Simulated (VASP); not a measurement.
# Y in VASP: a series of runs

Aim: see how the results for Y move with the level of theory and the settings. Levels: PBE, PBEsol. Tasks: relaxation of cell and atoms, single point.

Everything below comes from runs of VASP 6.6.1. Logs are shortened: lines on timing, memory, paths and dates and some standing lists are left out, and cuts for length are marked.

**1. The cell of the first run**

It takes space group P6_3/mmc (No. 194, hexagonal). The conventional cell has a = 3.643 Å, b = 3.643 Å, c = 11.844 Å, α = 90.00°, β = 90.00°, γ = 120.00°. Y (site symmetry -6m2) has 12 Y at 3.63 to 3.64 Å within 4.8 Å. Y (site symmetry -3m) has 12 Y at 3.63 to 3.64 Å within 4.8 Å.

**2. Relaxation of cell and atoms, PBE, target pressure 20 GPa, at which the enthalpy is minimised**

The input, INCAR:

```
PREC = Accurate
ENCUT = 600
EDIFF = 1E-6
ISMEAR = -1
SIGMA = 0.05
LREAL = False
LASPH = True
NELM = 60
ALGO = Normal
ISIF = 3
LWAVE = False
LCHARG = False
GGA = PE
IBRION = 2
NSW = 60
EDIFFG = -0.01
PSTRESS = 200.0
```

The input, KPOINTS:

```
regular mesh
0
Gamma
  8 8 3
```

The input, POSCAR:

```
Y
1.0
    3.6425441402      0.0000000000      0.0000000000
   -1.8212720701      3.1545357598      0.0000000000
    0.0000000000      0.0000000000     11.8441303500
Y
4
Direct
    0.6666666667      0.3333333333      0.7500000000
    0.0000000000      0.0000000000      0.5000000000
    0.3333333333      0.6666666667      0.2500000000
    0.0000000000      0.0000000000      0.0000000000
```

Potentials or basis: VASP PAW PBE potentials, release 64 (Y_sv).

Launch:

```console
$ cat potpaw_PBE.64/Y_sv/POTCAR > POTCAR
$ mpirun -np 1 vasp_std > vasp.out
```

OUTCAR:

```text
PREC = Accurate
   ENCUT = 600
   EDIFF = 1E-6
   ISMEAR = -1
   LREAL = False
   LASPH = True
   NELM = 60
   ISIF = 3
   GGA = PE
   IBRION = 2
   NSW = 60
   EDIFFG = -0.01
   PSTRESS = 200.0

 ion  position               nearest neighbor table
   1  0.667  0.333  0.750-   2 3.63   4 3.63   2 3.63   4 3.63   2 3.63   4 3.63
   2  0.000  0.000  0.500-   1 3.63   3 3.63   3 3.63   1 3.63   1 3.63   3 3.63
   3  0.333  0.667  0.250-   2 3.63   4 3.63   2 3.63   4 3.63   2 3.63   4 3.63
   4  0.000  0.000  0.000-   1 3.63   3 3.63   3 3.63   1 3.63   1 3.63   3 3.63

  LATTYP: Found a hexagonal cell.
 ALAT       =     3.6425441402
 C/A-ratio  =     3.2516092857

  Lattice vectors:

 A1 = (   3.6425441402,   0.0000000000,   0.0000000000)
 A2 = (  -1.8212720701,   3.1545357598,   0.0000000000)
 A3 = (   0.0000000000,   0.0000000000,  11.8441303500)

Analysis of symmetry for initial positions (statically):
=====================================================================
 Subroutine PRICEL returns:
 Original cell was already a primitive cell.

 Routine SETGRP: Setting up the symmetry group for a
 hexagonal supercell.

 Subroutine GETGRP returns: Found 24 space group operations
 (whereof 12 operations were pure point group operations)
 out of a pool of 24 trial point group operations.

The static configuration has the point symmetry D_3d.
 The point group associated with its full space group is D_6h.

Analysis of symmetry for dynamics (positions and initial velocities):
=====================================================================
 Subroutine PRICEL returns:
 Original cell was already a primitive cell.

 Routine SETGRP: Setting up the symmetry group for a
 hexagonal supercell.

 Subroutine GETGRP returns: Found 24 space group operations
 (whereof 12 operations were pure point group operations)
 out of a pool of 24 trial point group operations.

The dynamic configuration has the point symmetry D_3d.
 The point group associated with its full space group is D_6h.

 Subroutine INISYM returns: Found 24 space group operations
 (whereof 12 operations are pure point group operations),
 and found     1 'primitive' translations

----------------------------------------------------------------------------------------

                                     Primitive cell

  volume of cell :     136.0954

  direct lattice vectors                    reciprocal lattice vectors
     3.642544140  0.000000000  0.000000000     0.274533392  0.158501928  0.000000000
    -1.821272070  3.154535760  0.000000000     0.000000000  0.317003856  0.000000000
     0.000000000  0.000000000 11.844130350     0.000000000  0.000000000  0.084430006

  length of vectors
     3.642544140  3.642544140 11.844130350     0.317003856  0.317003856  0.084430006

  position of ions in fractional coordinates (direct lattice)
[... 75 lines left out ...]
   LASPH  =      T    aspherical Exc in radial PAW
   ENCUT  =  600.0 eV  44.10 Ry    6.64 a.u.   7.28  7.28 23.66*2*pi/ulx,y,z
   NELM   =     60;   NELMIN=  2; NELMDL= -5     # of ELM steps
   EDIFF  = 0.1E-05   stopping-criterion for ELM
   LREAL  =      F    real-space projection
   EDIFFG = -.1E-01   stopping-criterion for IOM
   NSW    =     60    number of steps for IOM
   IBRION =      2    ionic relax: 0-MD 1-quasi-New 2-CG
   NFREE  =      1    steps in history (QN), initial steepest desc. (CG)
   ISIF   =      3    stress and relaxation
   ISYM   =      2    0-nonsym 1-usesym 2-fastsym
   POTIM  = 0.5000    time-step for ionic-motion
   TEBEG  =    0.0;   TEEND  =   0.0 temperature during run
   PSTRESS=  200.0 pullay stress
   NELECT =      44.0000    total number of electrons
   NUPDOWN=      -1.0000    fix difference up-down
   EMIN   =  10.00;   EMAX   =-10.00  energy-range for DOS
   EFERMI =   0.00;   METHOD = LEGACY
   ISMEAR =    -1;   SIGMA  =   0.05  broadening in eV -4-tet -1-fermi 0-gaus
   EFERMI_NEDOS =   21; number of points for ismear=-14 and -15
   IALGO  =     38    algorithm
   IMIX   =      4    mixing-type and parameters
     AMIX     =   0.40;   BMIX     =  1.00
     AMIX_MAG =   1.60;   BMIX_MAG =  1.00
  volume/ion in A,a.u.               =      34.02       229.60
  Fermi-wavevector in a.u.,A,eV,Ry     =   1.123599  2.123294 17.177003  1.262474
  Thomas-Fermi vector in A             =   2.260266
   LORBIT       =      0    0 simple, 1 ext, 2 COOP (PROOUT), +10 PAW based schemes
   GGA     = PE    functional components
   LHFCALC =     F    Hartree Fock is set to
   AEXX    =    0.0000 exact exchange contribution
   IVDW    =     0    specifies the selected vdW correction
   LEPSILON=     F    determine dielectric tensor
   LRPA    =     F    only Hartree local field effects (RPA)
 conjugate gradient relaxation of ions
 non-spin polarized calculation
  energy-cutoff  :      600.00
  volume of cell :      136.10
 maximum number of plane-waves:      4613
 NGX is ok and might be reduce to    30
   NGX = 15   NGY = 15   NGZ = 47

--------------------------------------- Ionic step        1  -------------------------------------------

 number of electron      44.0000000 magnetization

 Free energy of the ion-electron system (eV)
  ---------------------------------------------------
  ext. energy  EPLUGINS =         0.00000000
  ---------------------------------------------------
  free energy    TOTEN  =       -25.68425953 eV

  energy without entropy =      -25.62364887  energy(sigma->0) =      -25.65395420

 E-fermi :   2.8642     XC(G=0):  -9.2909

 val. band max:        2.8626046086   @ k =   0.2500   0.2500   0.3333
 cond. band min:       2.8772314919   @ k =   0.5000  -0.0000   0.3333
 fundamental gap:      0.0146268833
 Fermi energy:         2.8641975919

 k-point     1 :       0.0000    0.0000    0.0000
  band No.  band energies     occupation
      1     -39.9265      2.00000
      2     -39.9062      2.00000
      3     -39.8905      2.00000
      4     -39.8700      2.00000
      5     -20.1372      2.00000
      6     -19.9125      2.00000
[... 684 lines left out ...]
  energy  without entropy=      -24.2447568971  energy(sigma->0) =      -24.26157953

  enthalpy is  TOTEN    =       -12.1281583862 eV   P V=       12.1502437795

[... ionic steps 4 to 8 ...]

--------------------------------------- Ionic step        9  -------------------------------------------

 number of electron      44.0000002 magnetization

------------------------ aborting loop because EDIFF is reached ----------------------------------------
[... 75 lines left out ...]
--------------------------------------- Ionic step       11  -------------------------------------------

 number of electron      44.0000001 magnetization

 Free energy of the ion-electron system (eV)
  ---------------------------------------------------
  ext. energy  EPLUGINS =         0.00000000
  ---------------------------------------------------
  free energy    TOTEN  =       -23.97483964 eV

  energy without entropy =      -23.94207516  energy(sigma->0) =      -23.95845740

 E-fermi :   4.7906     XC(G=0): -10.7768

 val. band max:        4.7127032258   @ k =   0.2500  -0.0000   0.0000
 cond. band min:       4.7976471191   @ k =   0.1250   0.1250   0.0000
 fundamental gap:      0.0849438933
 Fermi energy:         4.7906188766

 k-point     1 :       0.0000    0.0000    0.0000
  band No.  band energies     occupation
      1     -37.2906      2.00000
      2     -37.1844      2.00000
      3     -37.1448      2.00000
      4     -37.0349      2.00000
      5     -18.0887      2.00000
      6     -17.3659      2.00000
[... 604 lines left out ...]
  energy  without entropy=      -23.9420751562  energy(sigma->0) =      -23.95845740

  enthalpy is  TOTEN    =       -12.1482100850 eV   P V=       11.8266295502

 reached required accuracy - stopping structural energy minimisation
```

OSZICAR:

```text
N       E                     dE             d eps       ncg     rms          rms(c)
DAV:   1     0.252724664918E+03    0.25272E+03   -0.24096E+04  1040   0.178E+03
DAV:   2    -0.132501158589E+01   -0.25405E+03   -0.25067E+03  1162   0.394E+02
DAV:   3    -0.245417208714E+02   -0.23217E+02   -0.22678E+02  1714   0.646E+01
[... 116 lines left out ...]
DAV:   2    -0.239749036947E+02    0.13581E-03   -0.48160E-04  1274   0.122E-01    0.581E-02
DAV:   3    -0.239748487969E+02    0.54898E-04   -0.96252E-05  1340   0.601E-02    0.383E-02
DAV:   4    -0.239748415232E+02    0.72737E-05   -0.25720E-05  1350   0.248E-02    0.213E-02
DAV:   5    -0.239748401006E+02    0.14226E-05   -0.52676E-06  1038   0.123E-02    0.838E-03
DAV:   6    -0.239748396352E+02    0.46541E-06   -0.15224E-06   582   0.810E-03
  11 F= -.12148210E+02 E0= -.12131828E+02  d E =-.621783E-04
```

CONTCAR:

```text
Y
   1.00000000000000
     3.2353316996384369    0.0000000000000000   -0.0000000000000000
    -1.6176658498192185    2.8018794415278374   -0.0000000000000000
    -0.0000000000000000    0.0000000000000000   10.4513723980999362
  Y
     4
Direct
     0.6666666667000030    0.3333333332999970    0.7500000000000000
     0.0000000000000000    0.0000000000000000    0.5000000000000000
     0.3333333332999970    0.6666666667000030    0.2500000000000000
     0.0000000000000000    0.0000000000000000    0.0000000000000000

  0.00000000E+00  0.00000000E+00  0.00000000E+00
  0.00000000E+00  0.00000000E+00  0.00000000E+00
  0.00000000E+00  0.00000000E+00  0.00000000E+00
  0.00000000E+00  0.00000000E+00  0.00000000E+00
```

It took 15 min on 1 thread of Intel Xeon Platinum 8488C (Sapphire Rapids), shared host; peak memory 0.38 GiB.

Results:

```yaml
Free_energy: -23.9748 eV
Relaxed_volume: 23.69 Å³/atom
Relaxed_cell: a = 3.235 Å, b = 3.235 Å, c = 10.451 Å, α = 90.00°, β = 90.00°, γ = 120.00°
Space_group_after_relaxing_to_0.1_Å: P6_3/mmc (No. 194)
Energy_change_on_relaxing_the_run_minimises_the_enthalpy: +427.4 meV/atom
Ionic_steps: 11
Pressure_after_relaxing: 20.0 GPa
Band_gap_on_the_k_mesh: zero (bands 22 and 23 overlap by 1.75 eV)
```

Step by step:
| step | energy change (eV) | largest force (eV/Å) | pressure (GPa) | volume (Å³) |
| --- | --- | --- | --- | --- |
| 1 | 0.0000 | 0.0000 | -1.80 | 136.10 |
| 2 | 10.2093 | 0.0000 | 81.66 | 63.77 |
| 3 | 1.4059 | 0.0000 | 17.50 | 97.33 |
| 4 | 1.6641 | 0.0000 | 19.65 | 95.11 |
| 5 | 1.7543 | 0.0000 | 20.38 | 94.39 |
| 6 | 1.6669 | 0.0000 | 19.68 | 95.08 |
| 7 | 1.7013 | 0.0000 | 19.95 | 94.81 |
| 8 | 1.7027 | 0.0000 | 19.98 | 94.80 |
| 9 | 1.7063 | 0.0000 | 19.99 | 94.77 |
| 10 | 1.7135 | 0.0000 | 20.05 | 94.71 |
| 11 | 1.7094 | 0.0000 | 20.02 | 94.74 |

Final structure:
```yaml
crystal:
  lattice:
    - [3.23533, 0.00000, 0.00000]
    - [-1.61767, 2.80188, 0.00000]
    - [0.00000, 0.00000, 10.45137]
  atoms:
    - { symbol: Y, position: [0.66667, 0.33333, 0.75000] }
    - { symbol: Y, position: [0.00000, 0.00000, 0.50000] }
    - { symbol: Y, position: [0.33333, 0.66667, 0.25000] }
    - { symbol: Y, position: [0.00000, 0.00000, 0.00000] }
```

Levels at points of the mesh, in eV from the Fermi level:
```tsv
k point	band 20	band 21	band 22	band 23	band 24	band 25
(0.00, 0.00, 0.00)	-2.41	0.92	0.98	1.82	1.82	1.90
(0.50, 0.00, 0.00)	-1.41	-0.79	-0.56	-0.37	0.79	1.10
```

Caveat: the cell is relaxed towards a set pressure, so the run minimises the enthalpy, not the energy; the volume moved by over 15 % at a fixed basis, so the end points are rough.

**3. Relaxation of cell and atoms, PBE, target pressure 30 GPa, at which the enthalpy is minimised**

The input, INCAR:

```
ALGO     = Normal         # electronic algorithm
EDIFF    = 1E-6           # SCF threshold, eV
EDIFFG   = -0.01          # ionic threshold
ENCUT    = 600            # plane-wave cutoff, eV
GGA      = PE             # functional
IBRION   = 2              # ionic algorithm
ISIF     = 3              # what is computed and relaxed
ISMEAR   = -1             # smearing method
LASPH    = T              # aspherical terms in the spheres
LCHARG   = F              # write CHGCAR
LREAL    = F              # projectors in reciprocal space
LWAVE    = F              # write WAVECAR
NELM     = 80             # most SCF steps
NSW      = 60             # ionic steps
PREC     = Accurate       # precision mode
PSTRESS  = 300.0        
SIGMA    = 0.05           # smearing width, eV
```

The input, KPOINTS:

```
k-points
0
Gamma
  8 8 3
```

POSCAR is that of step 2.

Potentials or basis: VASP PAW PBE potentials, release 64 (Y_sv).

Launch:

```console
$ cat potpaw_PBE.64/Y_sv/POTCAR > POTCAR
$ mpirun -np 1 vasp_std > vasp.out
```

Wall time 18 min (1 thread of Intel Xeon Platinum 8488C (Sapphire Rapids), shared host); peak memory 0.37 GiB.

Results (log left out):

```yaml
Free_energy: -22.6457 eV
Relaxed_volume: 21.54 Å³/atom
Relaxed_cell: a = 3.135 Å, b = 3.135 Å, c = 10.122 Å, α = 90.00°, β = 90.00°, γ = 120.00°
Space_group_after_relaxing_to_0.1_Å: P6_3/mmc (No. 194)
Energy_change_on_relaxing_the_run_minimises_the_enthalpy: +759.6 meV/atom
Ionic_steps: 13
Pressure_after_relaxing: 30.0 GPa
Band_gap_on_the_k_mesh: zero (bands 22 and 23 overlap by 1.85 eV)
```

The path:
| step | energy change (eV) | largest force (eV/Å) | pressure (GPa) | volume (Å³) |
| --- | --- | --- | --- | --- |
| 1 | 0.0000 | 0.0000 | -1.80 | 136.10 |
| 2 | 31.4833 | 0.0000 | 283.56 | 41.72 |
| 3 | 2.0119 | 0.0000 | 22.44 | 92.46 |
| 4 | 2.6190 | 0.0000 | 26.96 | 88.51 |
| 5 | 3.0373 | 0.0000 | 30.00 | 86.15 |
| 6 | 3.1992 | 0.0000 | 31.19 | 85.31 |
| 7 | 2.8724 | 0.0000 | 28.83 | 87.05 |
| 8 | 3.0316 | 0.0000 | 29.95 | 86.18 |
| 9 | 3.0349 | 0.0000 | 29.99 | 86.17 |
| 10 | 3.0370 | 0.0000 | 30.04 | 86.15 |
| 11 | 3.0393 | 0.0000 | 30.02 | 86.14 |
| 12 | 3.0383 | 0.0000 | 30.10 | 86.15 |
| 13 | 3.0386 | 0.0000 | 30.02 | 86.15 |

Final structure:
```yaml
crystal:
  lattice:
    - [3.13480, 0.00000, 0.00000]
    - [-1.56740, 2.71481, 0.00000]
    - [0.00000, 0.00000, 10.12245]
  atoms:
    - { symbol: Y, position: [0.66667, 0.33333, 0.75000] }
    - { symbol: Y, position: [0.00000, 0.00000, 0.50000] }
    - { symbol: Y, position: [0.33333, 0.66667, 0.25000] }
    - { symbol: Y, position: [0.00000, 0.00000, 0.00000] }
```

Levels at points of the mesh, in eV from the Fermi level:
```tsv
k point	band 19	band 20	band 21	band 22	band 23	band 24	band 25	band 26
(0.00, 0.00, 0.00)	-3.07	-2.58	1.00	1.07	1.82	1.82	1.92	1.92
(0.50, 0.00, 0.00)	-2.22	-1.55	-0.93	-0.55	-0.40	0.80	1.42	1.75
```

Caveat: the cell is relaxed towards a set pressure, so the run minimises the enthalpy, not the energy; the volume moved by over 15 % at a fixed basis, so the end points are rough.

**4. Single point, PBEsol**

The input, INCAR:

```
SYSTEM = Y
ALGO = Fast ; EDIFF = 1E-6
ENCUT = 520 ; GGA = PS
ISIF = 2 ; ISMEAR = -1
LASPH = .TRUE. ; LCHARG = .FALSE.
LREAL = .FALSE. ; LWAVE = .FALSE.
NBANDS = 30 ; NELM = 100
PREC = Accurate ; SIGMA = 0.05
```

The input, KPOINTS:

```
k-points
0
G
  7 7 2
  0 0 0
```

Changes to POSCAR since step 3:

```diff
@@ -2,4 +2,4 @@
 1.0
-    3.6425441402      0.0000000000      0.0000000000
-   -1.8212720701      3.1545357598      0.0000000000
+    3.6425441402     -0.0728508828      0.0000000000
+   -1.8843627853      3.1909612012      0.0000000000
     0.0000000000      0.0000000000     11.8441303500
```

Launch:

```console
$ cat potpaw_PBE.64/Y_sv/POTCAR > POTCAR
$ mpirun -np 1 vasp_std > vasp.out
```

Wall time 3.6 min (1 thread of Intel Xeon Platinum 8488C (Sapphire Rapids), shared host); peak memory 0.34 GiB.

The run converged. Its results:

```
Free energy            : -27.1388 eV
Pressure               : -3.6 GPa
Largest force          : 0.035 eV/Å
Band gap on the k mesh : zero (bands 22 and 23 overlap by 0.95 eV)
```

Forces in eV/Å, atoms in the order of the input:
```
Y    0.035  0.004  0.000
Y    0.000  0.000  0.000
Y   -0.035 -0.004  0.000
Y    0.000  0.000  0.000
```

Stress tensor (GPa, compression positive):
```
-3.37  0.91  0.00
 0.91 -3.37  0.00
 0.00  0.00 -4.09
```

Levels at points of the mesh, in eV from the Fermi level:
| k point | band 20 | band 21 | band 22 | band 23 | band 24 | band 25 |
| --- | --- | --- | --- | --- | --- | --- |
| (0.00, 0.00, 0.00) | -1.95 | 0.52 | 0.69 | 0.74 | 1.32 | 1.40 |
| (0.00, 0.00, 0.50) | -2.34 | 0.41 | 0.41 | 1.36 | 1.36 | 1.42 |

Caveat: the cell stands under tension; the PAW data sets were made with another functional, which shifts forces and pressure a little.

**5. Overview**

```tsv
task	level	cell	k mesh	cutoff (eV)	gap on the mesh (eV)	pressure (GPa)
relaxation of cell and atoms	PBE	relaxed to 20 GPa from a = 3.643, b = 3.643, c = 11.844 Å, angles 90.0, 90.0, 120.0°, 4 atoms	8 × 8 × 3	600	none	20.0
relaxation of cell and atoms	PBE	relaxed to 30 GPa from a = 3.643, b = 3.643, c = 11.844 Å, angles 90.0, 90.0, 120.0°, 4 atoms	8 × 8 × 3	600	none	30.0
single point	PBEsol	a = 3.643, b = 3.706, c = 11.844 Å, angles 90.0, 90.0, 121.7°, 4 atoms	7 × 7 × 2	520	none	-3.6
```

Alike in all rows: potentials or basis VASP PAW PBE potentials, release 64 (Y_sv); no spin polarisation; smearing fermi-dirac 0.05 eV.

Caveats: the cell is relaxed towards a set pressure, so the run minimises the enthalpy, not the energy (at least some runs); the volume moved by over 15 % at a fixed basis, so the end points are rough (at least some runs); the cell stands under tension (at least some runs); the PAW data sets were made with another functional, which shifts forces and pressure a little (at least some runs).

Total energies depend on the potentials used, so only differences within one code and one set of settings carry meaning.
